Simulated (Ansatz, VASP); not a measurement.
## BaTiO3: VASP beside Ansatz

```
Ba Ti O
1.0
     3.87981    0.00000    0.00000
     0.00000    3.87981    0.00000
     0.00000    0.00000    4.01800
Ba Ti O
1 1 3
Direct
  0.00000 0.00000 0.00000
  0.50000 0.50000 0.50000
  0.50000 0.50000 0.00000
  0.50000 0.00000 0.50000
  0.00000 0.50000 0.50000
```

Change from the starting cell: equal xx and yy strain of -3 %.

Alike in both runs: task single point; functional PBE; k mesh 7 × 7 × 7; occupations fermi-dirac, width 0.03 eV; no spin polarisation.

```csv
,VASP,Ansatz
version,VASP 6.6.1,Ansatz 0.2.0
potentials or method,"VASP PAW PBE potentials, release 64 (Ba_sv, Ti_sv, O), cutoff 520 eV","all-electron LAPW, scalar-relativistic"
```

VASP gave:

```
gap on the k mesh at the Fermi level (eV)                     : 1.89
pressure (GPa)                                                : 16.1
traceless stress, the component that is largest in VASP (GPa) : -5.80
```

Problem. What did Ansatz give for the same quantities?

Solution. gap on the k mesh at the Fermi level (eV): 1.93; pressure (GPa): 13.9; traceless stress, the component that is largest in VASP (GPa): -5.59.

Ansatz ran all-electron here, and VASP with PAW potentials.

Neither program's run includes spin-orbit coupling.
